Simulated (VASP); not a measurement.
# AlAs (F-43m) in VASP: single point with HSE06

Aim: the single point of AlAs with HSE06.

Everything below comes from runs of VASP 6.6.1. Logs are shortened: lines on timing, memory, paths and dates and some standing lists are left out, and cuts for length are marked.

### Step 1. The cell of the first run

Symmetry: F-43m, No. 216, cubic system. Conventional cell: a = 5.675 Å, b = 5.675 Å, c = 5.675 Å, α = 90.00°, β = 90.00°, γ = 90.00°. Al (site symmetry -43m) has 4 As at 2.46 Å within 3.2 Å. Within 3.2 Å of As (site symmetry -43m) lie 4 Al at 2.46 Å.

### Step 2. Single point, HSE06, non-collinear spin, zero start, spin-orbit coupling

POSCAR reads:

```
AlAs
1.0
    0.0000000000      2.8372982409      2.8372982409
    2.8372982409      0.0000000000      2.8372982409
    2.8372982409      2.8372982409      0.0000000000
Al As
1 1
Direct
    0.0000000000      0.0000000000      0.0000000000
    0.2500000000      0.2500000000      0.2500000000
```

INCAR.step1 reads:

```
SYSTEM = AlAs
PREC = Accurate
ENCUT = 400
EDIFF = 1E-5
ISMEAR = 0
SIGMA = 0.01
LREAL = .FALSE.
LASPH = .TRUE.
NELM = 200
ALGO = Normal
ISIF = 2
LWAVE = .TRUE.
MAGMOM = 0 0 0 0 0 0
LORBIT = 11
LSORBIT = .TRUE.
GGA_COMPAT = .FALSE.
LORBMOM = .TRUE.
GGA = PE
NBANDS = 20
```

INCAR.step2 reads:

```
SYSTEM = AlAs
PREC = Accurate
ENCUT = 400
EDIFF = 1E-6
ISMEAR = 0
SIGMA = 0.01
LREAL = .FALSE.
LASPH = .TRUE.
NELM = 200
ALGO = Normal
ISIF = 2
LWAVE = .FALSE.
LCHARG = .TRUE.
MAGMOM = 0 0 0 0 0 0
LORBIT = 11
LSORBIT = .TRUE.
GGA_COMPAT = .FALSE.
LORBMOM = .TRUE.
GGA = PE
LHFCALC = .TRUE.
HFSCREEN = 0.2079
PRECFOCK = Normal
LVHAR = .TRUE.
ISTART = 1
NBANDS = 20
```

KPOINTS reads:

```
regular mesh
0
G
  6 6 6
  0 0 0
```

Potentials or basis: VASP PAW PBE potentials, release 64 (Al, As).

Command:

```bash
> cat potpaw_PBE.64/Al/POTCAR potpaw_PBE.64/As/POTCAR > POTCAR
> cp INCAR.step1 INCAR
> mpirun -np 1 vasp_ncl > vasp.out
> cp INCAR.step2 INCAR
> mpirun -np 1 vasp_ncl > vasp.out
```

OUTCAR:

```text
SYSTEM = AlAs
   PREC = Accurate
   ENCUT = 400
   EDIFF = 1E-6
   ISMEAR = 0
   LREAL = .FALSE.
   LASPH = .TRUE.
   NELM = 200
   ISIF = 2
   LORBIT = 11
   LSORBIT = .TRUE.
   GGA = PE
   LHFCALC = .TRUE.
   HFSCREEN = 0.2079
   PRECFOCK = Normal
   ISTART = 1

 ion  position               nearest neighbor table
   1  0.000  0.000  0.000-   2 2.46   2 2.46   2 2.46   2 2.46
   2  0.250  0.250  0.250-   1 2.46   1 2.46   1 2.46   1 2.46

  LATTYP: Found a face centered cubic cell.
 ALAT       =     5.6745964818

  Lattice vectors:

 A1 = (   0.0000000000,   2.8372982409,   2.8372982409)
 A2 = (   2.8372982409,   0.0000000000,   2.8372982409)
 A3 = (   2.8372982409,   2.8372982409,   0.0000000000)

Analysis of symmetry for initial positions (statically):
=====================================================================
 Subroutine PRICEL returns:
 Original cell was already a primitive cell.

 Routine SETGRP: Setting up the symmetry group for a
 face centered cubic supercell.

 Subroutine GETGRP returns: Found 24 space group operations
 (whereof 24 operations were pure point group operations)
 out of a pool of 48 trial point group operations.

The static configuration has the point symmetry T_d .

Analysis of symmetry for dynamics (positions and initial velocities):
=====================================================================
 Subroutine PRICEL returns:
 Original cell was already a primitive cell.

 Routine SETGRP: Setting up the symmetry group for a
 face centered cubic supercell.

 Subroutine GETGRP returns: Found 24 space group operations
 (whereof 24 operations were pure point group operations)
 out of a pool of 48 trial point group operations.

The dynamic configuration has the point symmetry T_d .

Analysis of structural, dynamic, and magnetic symmetry:
=====================================================================
 Subroutine PRICEL returns:
 Original cell was already a primitive cell.

 Routine SETGRP: Setting up the symmetry group for a
 face centered cubic supercell.

 Subroutine GETGRP returns: Found 24 space group operations
 (whereof 24 operations were pure point group operations)
 out of a pool of 48 trial point group operations.

The overall configuration has the point symmetry T_d .

 Subroutine INISYM returns: Found 24 space group operations
[... 688 lines left out ...]
      0.00000      0.00000      0.00000        -0.000000     -0.000000     -0.000000
      1.41865      1.41865      1.41865         0.000000      0.000000      0.000000
 -----------------------------------------------------------------------------------
    total drift:                                0.000001      0.000001      0.000002

  FREE ENERGIE OF THE ION-ELECTRON SYSTEM (eV)
  ---------------------------------------------------
  free  energy   TOTEN  =       -10.9756467571 eV

  energy  without entropy=      -10.9756467571  energy(sigma->0) =      -10.97564676

 orbital moment (x)

 # of ion     p       d       tot
 ----------------------------------------
  1        -0.000   0.000  -0.000
  2         0.000  -0.000   0.000
 ----------------------------------------
            0.000  -0.000   0.000

 orbital moment (y)

 # of ion     p       d       tot
 ----------------------------------------
  1        -0.000   0.000  -0.000
  2         0.000   0.000   0.000
 ----------------------------------------
            0.000   0.000   0.000

 orbital moment (z)

 # of ion     p       d       tot
 ----------------------------------------
  1        -0.000   0.000  -0.000
  2         0.000   0.000   0.000
 ----------------------------------------
           -0.000   0.000  -0.000

 Spin-Orbit-Coupling matrix elements

 Ion:    1  E_soc:     -0.0001687
 l=   1
     0.0000000    -0.0000281    -0.0000281
    -0.0000281     0.0000000    -0.0000281
    -0.0000281    -0.0000281     0.0000000
 l=   2
     0.0000000     0.0000000     0.0000000     0.0000000     0.0000000
     0.0000000     0.0000000     0.0000000     0.0000000     0.0000000
     0.0000000     0.0000000     0.0000000     0.0000000     0.0000000
     0.0000000     0.0000000     0.0000000     0.0000000     0.0000000
     0.0000000     0.0000000     0.0000000     0.0000000     0.0000000
 l=   3
     0.0000000     0.0000000     0.0000000     0.0000000     0.0000000     0.0000000     0.0000000
     0.0000000     0.0000000     0.0000000     0.0000000     0.0000000     0.0000000     0.0000000
     0.0000000     0.0000000     0.0000000     0.0000000     0.0000000     0.0000000     0.0000000
     0.0000000     0.0000000     0.0000000     0.0000000     0.0000000     0.0000000     0.0000000
     0.0000000     0.0000000     0.0000000     0.0000000     0.0000000     0.0000000     0.0000000
     0.0000000     0.0000000     0.0000000     0.0000000     0.0000000     0.0000000     0.0000000
     0.0000000     0.0000000     0.0000000     0.0000000     0.0000000     0.0000000     0.0000000

 Ion:    2  E_soc:     -0.0216893
 l=   1
     0.0000000    -0.0036063    -0.0036063
    -0.0036063     0.0000000    -0.0036063
    -0.0036063    -0.0036063     0.0000000
 l=   2
     0.0000000    -0.0000045     0.0000000    -0.0000045    -0.0000040
    -0.0000045     0.0000000    -0.0000030    -0.0000045    -0.0000010
     0.0000000    -0.0000030     0.0000000    -0.0000030     0.0000000
    -0.0000045    -0.0000045    -0.0000030     0.0000000    -0.0000010
    -0.0000040    -0.0000010     0.0000000    -0.0000010     0.0000000
 l=   3
     0.0000000     0.0000000     0.0000000     0.0000000     0.0000000     0.0000000     0.0000000
     0.0000000     0.0000000     0.0000000     0.0000000     0.0000000     0.0000000     0.0000000
     0.0000000     0.0000000     0.0000000     0.0000000     0.0000000     0.0000000     0.0000000
     0.0000000     0.0000000     0.0000000     0.0000000     0.0000000     0.0000000     0.0000000
     0.0000000     0.0000000     0.0000000     0.0000000     0.0000000     0.0000000     0.0000000
     0.0000000     0.0000000     0.0000000     0.0000000     0.0000000     0.0000000     0.0000000
     0.0000000     0.0000000     0.0000000     0.0000000     0.0000000     0.0000000     0.0000000

 total charge

# of ion       s       p       d       tot
------------------------------------------
    1        0.457   0.381   0.000   0.838
    2        1.206   1.724   0.025   2.955
--------------------------------------------------
tot          1.663   2.105   0.025   3.793

 magnetization (x)

# of ion       s       p       d       tot
------------------------------------------
    1        0.000   0.000   0.000   0.000
    2        0.000   0.000   0.000   0.000
--------------------------------------------------
tot          0.000   0.000   0.000   0.000

 magnetization (y)

# of ion       s       p       d       tot
------------------------------------------
    1       -0.000   0.000   0.000  -0.000
    2        0.000  -0.000  -0.000  -0.000
--------------------------------------------------
tot         -0.000   0.000  -0.000  -0.000

 magnetization (z)

# of ion       s       p       d       tot
------------------------------------------
    1       -0.000   0.000   0.000  -0.000
    2       -0.000   0.000   0.000   0.000
--------------------------------------------------
tot         -0.000   0.000   0.000  -0.000
```

OUTCAR.step1:

```text
SYSTEM = AlAs
   PREC = Accurate
   ENCUT = 400
   EDIFF = 1E-5
   ISMEAR = 0
   LREAL = .FALSE.
   LASPH = .TRUE.
   NELM = 200
   ISIF = 2
   LORBIT = 11
   LSORBIT = .TRUE.
[... 836 lines left out ...]
tot         -0.000   0.000   0.000   0.000

 magnetization (y)

# of ion       s       p       d       tot
------------------------------------------
    1        0.000  -0.000   0.000  -0.000
    2       -0.000  -0.000   0.000  -0.000
--------------------------------------------------
tot         -0.000  -0.000   0.000  -0.000

 magnetization (z)

# of ion       s       p       d       tot
------------------------------------------
    1        0.000   0.000   0.000   0.000
    2        0.000  -0.000   0.000  -0.000
--------------------------------------------------
tot          0.000  -0.000   0.000   0.000
```

It took 82 min on 1 thread of Intel Xeon 8259CL, shared host; peak memory 0.37 GiB.

Results:

| Property | Result |
| --- | --- |
| Free energy | -10.9756 eV |
| Pressure | 0.1 GPa |
| Net moment | 0.00 μB per cell |
| Valence electrons inside the program's atomic spheres | Al 0.84; As 2.96 |

Moments on the atoms (μB; x, y, z):
```
Al  0.00 0.00 0.00
As  0.00 0.00 0.00
```

Caveat: the PAW data sets were made with another functional, which shifts forces and pressure a little.
